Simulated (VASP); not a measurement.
Crystal: InP3.

```
In P
1.0
     3.72450    2.15034    3.29500
    -3.72450    2.15034    3.29500
     0.00000   -4.30068    3.29500
In P
2 6
Direct
  0.27550 0.27550 0.27550
  0.72450 0.72450 0.72450
  0.79630 0.24140 0.79630
  0.79630 0.79630 0.24140
  0.24140 0.79630 0.79630
  0.20370 0.75860 0.20370
  0.75860 0.20370 0.20370
  0.20370 0.20370 0.75860
```

Base run:

```yaml
Program: VASP 6.6.1
Functional: PBEsol
Potentials_or_basis: VASP PAW PBE potentials, release 64 (In_d, P)
Cutoff: 520 eV
k_mesh: 6 × 6 × 6
Occupations: gaussian, width 0.1 eV
Spin: no spin polarisation
```

Its results: pressure -0.2 GPa; largest force 0.155 eV/Å.

Problem. The run is repeated on the same cell with these changes: k mesh from 6 × 6 × 6 to 1 × 1 × 1. What comes out?

Solution. Pressure -3.1 GPa; largest force 2.673 eV/Å.

Caveats: some runs use coarse meshes; the PAW data sets were made with another functional, which shifts forces and pressure a little.
